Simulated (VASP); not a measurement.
SiC: single point with PBE

System: SiC, a slab with vacuum.

```xyz
8
Lattice="3.0969 0.0000 0.0000 0.0000 4.3797 0.0000 0.0000 0.0000 20.6454" Properties=species:S:1:pos:R:3 pbc="T T T"
Si    0.0000    3.6630    8.2657
Si    1.5485    1.6747    9.4690
Si    0.0000    3.8645   11.1764
Si    1.5485    1.4731   12.3797
C     1.5485    2.8096    8.0085
C     0.0000    0.6122    9.5373
C     1.5485    2.8020   11.1081
C     0.0000    0.6197   12.6369
```

```json
{
  "Program": "VASP 6.6.1",
  "Task": "single point",
  "Functional": "PBE",
  "Potentials or basis": "VASP PAW PBE potentials, release 64 (Si, C)",
  "Cutoff": "520 eV",
  "k mesh": "8 × 6 × 1",
  "Occupations": "fermi-dirac, width 0.02 eV",
  "Spin": "no spin polarisation",
  "Dipole correction": "yes",
  "Electric field (eV/Å)": "-0.5 eV/Å",
  "Further INCAR settings": "ALGO = Normal; EDIFF = 1e-07; NBANDS = 26; EFIELD = -0.5"
}
```

| Property | Result |
| --- | --- |
| Largest force | 0.130 eV/Å |
| Band gap on the k mesh | 0.72 eV (least direct gap 1.14 eV) |

Forces in eV/Å, atoms in the order of the input:
```
Si   0.000  0.044  0.105
Si   0.000 -0.010  0.108
Si   0.000  0.001  0.102
Si   0.000 -0.052  0.104
C    0.000  0.012 -0.130
C    0.000 -0.003 -0.087
C    0.000  0.008 -0.083
C    0.000  0.000 -0.119
```

Levels at points of the mesh, in eV from the valence-band top:
```csv
k point,band 12,band 13,band 14,band 15,band 16,band 17,band 18,band 19,band 20,band 21
"(0.00, 0.00, 0.00)",-2.65,-1.38,-1.10,-0.78,-0.14,1.76,2.52,3.54,3.70,3.75
"(0.50, 0.00, 0.00)",-3.50,-2.63,-2.60,-0.56,-0.45,0.72,0.79,3.40,3.47,5.06
"(0.00, 0.50, 0.00)",-1.94,-1.89,-1.89,-0.52,-0.37,2.33,2.58,4.20,4.28,5.47
"(0.50, 0.50, 0.00)",-3.80,-2.16,-2.10,-0.25,-0.11,1.82,1.99,5.13,5.22,6.39
```

Run time: 2.8 min on 1 thread of Intel(R) Xeon(R) Platinum 8488C (Sapphire Rapids) (shared host), peak memory 0.42 GiB.

Caveat: semilocal functionals underestimate gaps, and a narrow one can read as zero.
